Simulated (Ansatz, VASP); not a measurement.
**Two plane-wave programs on BaZrO3**

File POSCAR:

```
BaZrO3
1.0
    4.1913400000      0.0000000000      0.0000000000
    0.0000000000      4.1913400000      0.0000000000
    0.0000000000      0.0000000000      4.1913400000
Ba Zr O
1 1 3
Direct
    0.0000000000      0.0000000000      0.0000000000
    0.5000000000      0.5000000000      0.5000000000
    0.0000000000      0.5000000000      0.5000000000
    0.5000000000      0.0000000000      0.5000000000
    0.5000000000      0.5000000000      0.0000000000
```

The input INCAR.step1:

```
ALGO = Normal
EDIFF = 1E-4
ENCUT = 600
GGA = PE
ISMEAR = 0
LASPH = T
LCHARG = F
LREAL = F
LWAVE = T
NELM = 100
PREC = Accurate
SIGMA = 0.02
```

The input INCAR.step2:

```
ALGO = Normal
EDIFF = 1E-6
EDIFFG = -0.02
ENCUT = 600
IBRION = 2
ISIF = 3
ISMEAR = 0
ISTART = 1
LASPH = T
LCHARG = F
LMIXTAU = T
LREAL = F
LWAVE = F
METAGGA = R2SCAN
NELM = 100
NSW = 90
PREC = Accurate
SIGMA = 0.02
```

File KPOINTS:

```
k-points
0
Gamma
  6 6 6
```

Input for Ansatz:

```yaml
crystal:
  lattice:
    - [4.19134, 0.0, 0.0]
    - [0.0, 4.19134, 0.0]
    - [0.0, 0.0, 4.19134]
  atoms:
    - { symbol: Ba, position: [0.0, 0.0, 0.0] }
    - { symbol: Zr, position: [0.5, 0.5, 0.5] }
    - { symbol: O, position: [0.0, 0.5, 0.5] }
    - { symbol: O, position: [0.5, 0.0, 0.5] }
    - { symbol: O, position: [0.5, 0.5, 0.0] }
basis:
  ecutwfc: 500
kpoints:
  mp_grid: { grid: [6, 6, 6] }
hamiltonian:
  xc: r2scan
scf:
  occupations: { method: gaussian, width: 0.02 }
output:
  forces: true
  stress: true
  eigenvalues: true
  write_density: true
  write_potential: true
  elf: true
  volumetric_format: npy
relax:
  adjacent_minimum: "off"
  f_tol: 0.02
  max_steps: 70
  cell: { stress_tol: 0.1 }
```

Alike in both runs: task relaxation of cell and atoms; functional r2SCAN; k mesh 6 × 6 × 6; occupations gaussian, width 0.02 eV; no spin polarisation.

```csv
,VASP,Ansatz
version,VASP 6.6.1,Ansatz 0.2.0
potentials or method,"VASP PAW PBE potentials, release 64 (Ba_sv, Zr_sv, O), cutoff 600 eV","scalar-relativistic, plane waves, PAW"
valence electrons in the cell,40,40
```

Ansatz gave:

| Quantity | Value |
| --- | --- |
| gap on the k mesh at the Fermi level, each at its own relaxed structure (eV) | 3.73 |
| relaxed volume (Å³/atom) | 14.87 |
| relaxed cell length with the largest relative difference (Å) | 4.205 |

Q: Which values does VASP return?

A: gap on the k mesh at the Fermi level, each at its own relaxed structure (eV): 3.67; relaxed volume (Å³/atom): 14.95; relaxed cell length with the largest relative difference (Å): 4.213.

VASP's potentials were made for PBE, not for r2SCAN.

Neither program's run includes spin-orbit coupling.
